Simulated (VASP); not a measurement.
# C (Fd-3m) in VASP: single point with PBE

Aim: the single point of C with PBE.

Program: VASP 6.6.1. These are calculated values, not measurements. Logs are shortened: lines on timing, memory, paths and dates and some standing lists are left out, and cuts for length are marked.

## Step 1: The cell of the first run

The structure is cubic, space group Fd-3m (No. 227). Conventional cell: a = 3.572 Å, b = 3.572 Å, c = 3.572 Å, α = 90.00°, β = 90.00°, γ = 90.00°. C (site symmetry -43m) has 4 C at 1.55 Å within 2.1 Å.

## Step 2: Single point, PBE

INCAR reads:

```
SYSTEM = C
ALGO     = Normal         ! electronic algorithm
EDIFF    = 1E-6           ! SCF threshold, eV
ENCUT    = 600            ! plane-wave cutoff, eV
GGA      = PE             ! functional
GGA_COMPAT= .False.      
ISIF     = 2              ! what is computed and relaxed
ISMEAR   = -1             ! smearing method
LASPH    = .True.         ! aspherical terms in the spheres
LCHARG   = .False.        ! write CHGCAR
LREAL    = Auto         
LWAVE    = .False.        ! write WAVECAR
NBANDS   = 86             ! bands
NELM     = 120            ! most SCF steps
PREC     = Accurate       ! precision mode
SIGMA    = 0.01           ! smearing width, eV
```

KPOINTS reads:

```
k-points
0
Gamma
  1 1 1
  0 0 0
```

POSCAR reads:

```
C
1.0
   -3.5716218700      3.5716218700      3.5716218700
    3.5716218700     -3.5716218700      3.5716218700
    3.5716218700      3.5716218700     -3.5716218700
C
32
Direct
    0.0000000000      0.0000000000      0.0000000000
    0.0000000000      0.2500000000      0.7500000000
    0.0000000000      0.5000000000      0.5000000000
    0.0000000000      0.7500000000      0.2500000000
    0.2500000000      0.0000000000      0.7500000000
    0.2500000000      0.2500000000      0.5000000000
    0.2500000000      0.5000000000      0.2500000000
    0.2500000000      0.7500000000      0.0000000000
    0.5000000000      0.0000000000      0.5000000000
    0.5000000000      0.2500000000      0.2500000000
    0.5000000000      0.5000000000      0.0000000000
    0.5000000000      0.7500000000      0.7500000000
    0.7500000000      0.0000000000      0.2500000000
    0.7500000000      0.2500000000      0.0000000000
    0.7500000000      0.5000000000      0.7500000000
    0.7500000000      0.7500000000      0.5000000000
    0.0000000000      0.0000000000      0.7500000000
    0.0000000000      0.2500000000      0.5000000000
    0.0000000000      0.5000000000      0.2500000000
    0.0000000000      0.7500000000      0.0000000000
    0.2500000000      0.0000000000      0.5000000000
    0.2500000000      0.2500000000      0.2500000000
    0.2500000000      0.5000000000      0.0000000000
    0.2500000000      0.7500000000      0.7500000000
    0.5000000000      0.0000000000      0.2500000000
    0.5000000000      0.2500000000      0.0000000000
    0.5000000000      0.5000000000      0.7500000000
    0.5000000000      0.7500000000      0.5000000000
    0.7500000000      0.0000000000      0.0000000000
    0.7500000000      0.2500000000      0.7500000000
    0.7500000000      0.5000000000      0.5000000000
    0.7500000000      0.7500000000      0.2500000000
```

Potentials or basis: VASP PAW PBE potentials, release 64 (C).

Started as:

```
cat potpaw_PBE.64/C/POTCAR > POTCAR
mpirun -np 1 vasp_gam > vasp.out
```

OUTCAR:

```text
SYSTEM = C
   EDIFF = 1E-6
   ENCUT = 600
   GGA = PE
   ISIF = 2
   ISMEAR = -1
   LASPH = .True.
   LREAL = Auto
   NELM = 120
   PREC = Accurate

 ion  position               nearest neighbor table
   1  0.000  0.000  0.000-  17 1.55  20 1.55  22 1.55  29 1.55
   2  0.000  0.250  0.750-  17 1.55  18 1.55  23 1.55  30 1.55
   3  0.000  0.500  0.500-  18 1.55  19 1.55  24 1.55  31 1.55
   4  0.000  0.750  0.250-  19 1.55  20 1.55  21 1.55  32 1.55
   5  0.250  0.000  0.750-  17 1.55  21 1.55  24 1.55  26 1.55
   6  0.250  0.250  0.500-  18 1.55  21 1.55  22 1.55  27 1.55
[... 24 lines left out ...]
  31  0.750  0.500  0.500-   3 1.55  10 1.55  15 1.55  16 1.55
  32  0.750  0.750  0.250-   4 1.55  11 1.55  13 1.55  16 1.55

  LATTYP: Found a body centered cubic cell.
 ALAT       =     7.1432437400

  Lattice vectors:

 A1 = (  -3.5716218700,   3.5716218700,   3.5716218700)
 A2 = (   3.5716218700,  -3.5716218700,   3.5716218700)
 A3 = (   3.5716218700,   3.5716218700,  -3.5716218700)

Analysis of symmetry for initial positions (statically):
=====================================================================
 Subroutine PRICEL returns following result:

  LATTYP: Found a face centered cubic cell.
 ALAT       =     3.5716218700

  Lattice vectors:

 A1 = (   1.7858109350,  -1.7858109350,   0.0000000000)
 A2 = (  -0.0000000000,  -1.7858109350,  -1.7858109350)
 A3 = (   1.7858109350,   0.0000000000,  -1.7858109350)

  16 primitive cells build up your supercell.

 Routine SETGRP: Setting up the symmetry group for a
 body centered cubic supercell.

 Subroutine GETGRP returns: Found 48 space group operations
 (whereof 24 operations were pure point group operations)
 out of a pool of 48 trial point group operations.

The static configuration has the point symmetry T_d .
 The point group associated with its full space group is O_h .

Analysis of symmetry for dynamics (positions and initial velocities):
=====================================================================
 Subroutine PRICEL returns following result:

  LATTYP: Found a face centered cubic cell.
 ALAT       =     3.5716218700

  Lattice vectors:

 A1 = (   1.7858109350,  -1.7858109350,   0.0000000000)
 A2 = (  -0.0000000000,  -1.7858109350,  -1.7858109350)
 A3 = (   1.7858109350,   0.0000000000,  -1.7858109350)

  16 primitive cells build up your supercell.

 Routine SETGRP: Setting up the symmetry group for a
 body centered cubic supercell.

 Subroutine GETGRP returns: Found 48 space group operations
 (whereof 24 operations were pure point group operations)
 out of a pool of 48 trial point group operations.

The dynamic configuration has the point symmetry T_d .
 The point group associated with its full space group is O_h .

 Subroutine INISYM returns: Found 48 space group operations
 (whereof 24 operations are pure point group operations),
 and found    16 'primitive' translations

----------------------------------------------------------------------------------------

                                     Primitive cell

  volume of cell :      11.3903

  direct lattice vectors                    reciprocal lattice vectors
     1.785810935 -1.785810935  0.000000000     0.279984846 -0.279984846  0.279984846
    -0.000000000 -1.785810935 -1.785810935    -0.279984846 -0.279984846 -0.279984846
     1.785810935  0.000000000 -1.785810935     0.279984846  0.279984846 -0.279984846

  length of vectors
     2.525518044  2.525518044  2.525518044     0.484947979  0.484947979  0.484947979

  position of ions in fractional coordinates (direct lattice)
     0.000000000  0.000000000  0.000000000
     0.250000000  0.250000000  0.250000000

  ion indices of the primitive-cell ions
   primitive index   ion index
                 1           1
                 2          17

----------------------------------------------------------------------------------------

 KPOINTS: k-points

Automatic generation of k-mesh.
 Grid dimensions read from file:
 generate k-points for:    1    1    1

 Generating k-lattice:

  Cartesian coordinates                     Fractional coordinates (reciprocal lattice)
     0.000000000  0.139992423  0.139992423     1.000000000  0.000000000  0.000000000
     0.139992423  0.000000000  0.139992423     0.000000000  1.000000000  0.000000000
     0.139992423  0.139992423  0.000000000     0.000000000  0.000000000  1.000000000

  Length of vectors
     0.197979183  0.197979183  0.197979183

  Shift w.r.t. Gamma in fractional coordinates (k-lattice)
     0.000000000  0.000000000  0.000000000

 Subroutine IBZKPT returns following result:
 ===========================================

 Found      1 irreducible k-points:

 Following reciprocal coordinates:
            Coordinates               Weight
  0.000000  0.000000  0.000000      1.000000
   k-points           NKPTS =      1   k-points in BZ     NKDIM =      1   number of bands    NBANDS=     86
   number of dos      NEDOS =    301   number of ions     NIONS =     32
   total plane-waves  NPLWV = 125000
   dimension x,y,z NGX =    50 NGY =   50 NGZ =   50
   dimension x,y,z NGXF=   100 NGYF=  100 NGZF=  100
   ions per type =              32
   NGX,Y,Z   is equivalent  to a cutoff of  13.44, 13.44, 13.44 a.u.
   NGXF,Y,Z  is equivalent  to a cutoff of  26.87, 26.87, 26.87 a.u.
 SYSTEM =  C
   PREC   = accura    normal or accurate (medium, high low for compatibility)
   ISTART =      0    job   : 0-new  1-cont  2-samecut
   ICHARG =      2    charge: 1-file 2-atom 10-const
   ISPIN  =      1    spin polarized calculation?
   LNONCOLLINEAR =      F non collinear calculations
   LSORBIT =      F    spin-orbit coupling
   LASPH  =      T    aspherical Exc in radial PAW
   ENCUT  =  600.0 eV  44.10 Ry    6.64 a.u.  12.36 12.36 12.36*2*pi/ulx,y,z
   NELM   =    120;   NELMIN=  2; NELMDL= -5     # of ELM steps
   EDIFF  = 0.1E-05   stopping-criterion for ELM
   LREAL  =      T    real-space projection
   EDIFFG = 0.1E-04   stopping-criterion for IOM
   NSW    =      0    number of steps for IOM
   IBRION =     -1    ionic relax: 0-MD 1-quasi-New 2-CG
   NFREE  =      0    steps in history (QN), initial steepest desc. (CG)
   ISIF   =      2    stress and relaxation
   ISYM   =      2    0-nonsym 1-usesym 2-fastsym
   POTIM  = 0.5000    time-step for ionic-motion
   TEBEG  =    0.0;   TEEND  =   0.0 temperature during run
   PSTRESS=    0.0 pullay stress
   NELECT =     128.0000    total number of electrons
   NUPDOWN=      -1.0000    fix difference up-down
   EMIN   =  10.00;   EMAX   =-10.00  energy-range for DOS
   EFERMI =   0.00;   METHOD = LEGACY
   ISMEAR =    -1;   SIGMA  =   0.01  broadening in eV -4-tet -1-fermi 0-gaus
   EFERMI_NEDOS =   21; number of points for ismear=-14 and -15
   IALGO  =     38    algorithm
   IMIX   =      4    mixing-type and parameters
     AMIX     =   0.40;   BMIX     =  1.00
     AMIX_MAG =   1.60;   BMIX_MAG =  1.00
  volume/ion in A,a.u.               =       5.70        38.43
  Fermi-wavevector in a.u.,A,eV,Ry     =   1.455211  2.749950 28.812235  2.117640
  Thomas-Fermi vector in A             =   2.572272
   LORBIT       =      0    0 simple, 1 ext, 2 COOP (PROOUT), +10 PAW based schemes
   GGA     = PE    functional components
   LHFCALC =     F    Hartree Fock is set to
   AEXX    =    0.0000 exact exchange contribution
   IVDW    =     0    specifies the selected vdW correction
   LEPSILON=     F    determine dielectric tensor
   LRPA    =     F    only Hartree local field effects (RPA)
 non-spin polarized calculation
  energy-cutoff  :      600.00
  volume of cell :      182.25
 maximum number of plane-waves:      3026
 NGX is ok and might be reduce to    50
   NGX = 25   NGY = 25   NGZ = 25

 number of electron     127.9999971 magnetization

 Free energy of the ion-electron system (eV)
  ---------------------------------------------------
  ext. energy  EPLUGINS =         0.00000000
  ---------------------------------------------------
  free energy    TOTEN  =      -285.97007487 eV

  energy without entropy =     -285.97007487  energy(sigma->0) =     -285.97007487

 E-fermi :   9.9973     XC(G=0): -13.2077

 val. band max:        9.7325936509   @ k =   0.0000   0.0000   0.0000
 cond. band min:      14.4492894128   @ k =   0.0000   0.0000   0.0000
 fundamental gap:      4.7166957619
 Fermi energy:         9.9973359836

 k-point     1 :       0.0000    0.0000    0.0000
  band No.  band energies     occupation
      1     -11.7146      2.00000
      2      -7.2571      2.00000
      3      -7.2571      2.00000
      4      -7.2571      2.00000
      5      -7.2571      2.00000
      6      -7.2571      2.00000
[... 68 lines left out ...]
     75      17.6185      0.00000
     76      17.6185      0.00000
 [bands above 76 left out]

------------------------ aborting loop because EDIFF is reached ----------------------------------------

  FORCE on cell =-STRESS in cart. coord.  units (eV):
  Direction    XX          YY          ZZ          XY          YZ          ZX
  --------------------------------------------------------------------------------------
  -------------------------------------------------------------------------------------
  Total        4.4655337      4.4655337      4.4655337      0.0000000      0.0000000     -0.0000000
  in kB       39.2579429     39.2579429     39.2579429      0.0000000      0.0000000     -0.0000000
  external PRESSURE =      39.2579429 kB  Pullay stress =       0.0000000 kB

 VOLUME and BASIS-vectors are now :
 -----------------------------------------------------------------------------
  energy-cutoff  :      600.00
  volume of cell :      182.25
      direct lattice vectors                 reciprocal lattice vectors
    -3.571621870  3.571621870  3.571621870     0.000000000  0.139992423  0.139992423
     3.571621870 -3.571621870  3.571621870     0.139992423  0.000000000  0.139992423
     3.571621870  3.571621870 -3.571621870     0.139992423  0.139992423  0.000000000

 POSITION                                       TOTAL-FORCE (eV/Angst)
 -----------------------------------------------------------------------------------
      0.00000      0.00000      0.00000         0.000000     -0.000000     -0.000000
      3.57162      1.78581     -1.78581         0.000000     -0.000000      0.000000
      3.57162      0.00000      0.00000        -0.000000     -0.000000      0.000000
      3.57162     -1.78581      1.78581         0.000000     -0.000000      0.000000
      1.78581      3.57162     -1.78581         0.000000     -0.000000     -0.000000
      1.78581      1.78581      0.00000         0.000000     -0.000000      0.000000
[... 24 lines left out ...]
      0.89291      2.67872      2.67872        -0.000000     -0.000000     -0.000000
      0.89291      0.89291      4.46453        -0.000000      0.000000     -0.000000
 -----------------------------------------------------------------------------------
    total drift:                                0.000000      0.000000     -0.000000

  FREE ENERGIE OF THE ION-ELECTRON SYSTEM (eV)
  ---------------------------------------------------
  free  energy   TOTEN  =      -285.9700748669 eV

  energy  without entropy=     -285.9700748669  energy(sigma->0) =     -285.97007487
```

Wall time 32 s (1 thread of Intel Xeon Platinum 8559C (Emerald Rapids), shared host); peak memory 0.31 GiB.

Results:

```
Free energy            : -285.9701 eV
Pressure               : 3.9 GPa
Band gap on the k mesh : 4.72 eV
```

Caveat: the k points lie up to 1.24 Å⁻¹ apart. A hybrid or GW would open this gap; PBE tends to underestimate it.
